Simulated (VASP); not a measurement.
BiTe: relaxation of cell and atoms with PBEsol

Crystal: BiTe.

```
CELL_PARAMETERS angstrom
2.42271 1.39875 3.31729
-2.42271 1.39875 3.31729
0.00000 -2.79750 3.31729
ATOMIC_POSITIONS crystal
Bi 0.50000 0.50000 0.50000
Te 0.00000 0.00000 0.00000
```

```yaml
Program: VASP 6.6.1
Task: relaxation of cell and atoms
Functional: PBEsol
Potentials_or_basis: VASP PAW PBE potentials, release 64 (Bi_d, Te)
Cutoff: 600 eV
k_mesh: 7 × 7 × 7
Occupations: fermi-dirac, width 0.05 eV
Spin: no spin polarisation
Target_pressure: 10 GPa
Dipole_correction: no
Further_INCAR_settings: ALGO = Normal; EDIFF = 1e-06; IBRION = 2; EDIFFG = -0.01; NSW = 60; ISIF = 3
```

| Item | Value |
| --- | --- |
| Relaxed volume | 25.42 Å³/atom |
| Relaxed cell | a = 3.704 Å, b = 3.704 Å, c = 3.704 Å, α = 90.00°, β = 90.00°, γ = 90.00° |
| Space group after relaxing (to 0.05 Å) | Pm-3m (No. 221) |
| Energy change on relaxing (the enthalpy is what falls) | +180.3 meV/atom |
| Ionic steps | 26 |
| Pressure after relaxing | 10.0 GPa |

The path:
| step | energy change (eV) | largest force (eV/Å) | pressure (GPa) | volume (Å³) |
| --- | --- | --- | --- | --- |
| 1 | 0.0000 | 0.0000 | -2.32 | 67.45 |
| 2 | 1.8645 | 0.0000 | 43.74 | 45.17 |
| 3 | 0.1686 | 0.0000 | 9.09 | 56.83 |
| 4 | 0.1925 | 0.0000 | 9.79 | 56.42 |
| 5 | 0.2054 | 0.0000 | 10.16 | 56.21 |
| 6 | 0.2005 | 0.0000 | 10.16 | 55.94 |
| 7 | 0.2002 | 0.0000 | 10.03 | 54.96 |
| 8 | 0.3039 | 0.0000 | 10.34 | 52.22 |
| 9 | 2.0649 | 0.0000 | 41.38 | 43.38 |
| 10 | 0.3121 | 0.0000 | 10.46 | 52.02 |
| 11 | 0.5745 | 0.0000 | 16.35 | 48.26 |
| 12 | 0.5570 | 0.0000 | 15.93 | 48.40 |
| 13 | 0.5211 | 0.0000 | 14.88 | 48.80 |
| 14 | 0.4969 | 0.0000 | 14.20 | 49.06 |
| 15 | 0.4314 | 0.0000 | 12.26 | 49.82 |
| 16 | 0.3300 | 0.0000 | 8.90 | 51.37 |
| 17 | 0.3612 | 0.0000 | 9.97 | 50.83 |
| 18 | 0.3647 | 0.0000 | 10.03 | 50.77 |
| 19 | 0.3687 | 0.0000 | 10.16 | 50.71 |
| 20 | 0.3683 | 0.0000 | 10.22 | 50.72 |
| 21 | 0.3670 | 0.0000 | 10.18 | 50.74 |
| 22 | 0.3645 | 0.0000 | 10.10 | 50.78 |
| 23 | 0.3656 | 0.0000 | 10.12 | 50.76 |
| 24 | 0.3632 | 0.0000 | 10.10 | 50.80 |
| 25 | 0.3560 | 0.0000 | 9.80 | 50.91 |
| 26 | 0.3606 | 0.0000 | 9.95 | 50.84 |

Final structure:
```yaml
crystal:
  lattice:
    - [2.61954, 1.51239, 2.13868]
    - [-2.61954, 1.51239, 2.13868]
    - [0.00000, -3.02479, 2.13868]
  atoms:
    - { symbol: Bi, position: [0.50000, 0.50000, 0.50000] }
    - { symbol: Te, position: [0.00000, 0.00000, 0.00000] }
```

Levels at points of the mesh, in eV from the Fermi level:
```
           k point  band 8  band 9  band 10  band 11  band 12  band 13
(0.00, 0.00, 0.00)   -3.02   -3.02    -3.02     2.72     2.72     5.18
```

Run time: 8.7 min on 1 thread of Intel(R) Xeon(R) Platinum 8259CL CPU @ 2.50GHz (Skylake/Cascade Lake), with other jobs on the host, peak memory 0.25 GiB.

Caveat: the cell is relaxed towards a set pressure, so the enthalpy falls and the energy may rise; the volume moved by over 15 % at a fixed basis, so the end points are rough; the PAW data sets were made with another functional, which shifts forces and pressure a little; spin-orbit coupling is left out, which moves the levels of the heavy elements.
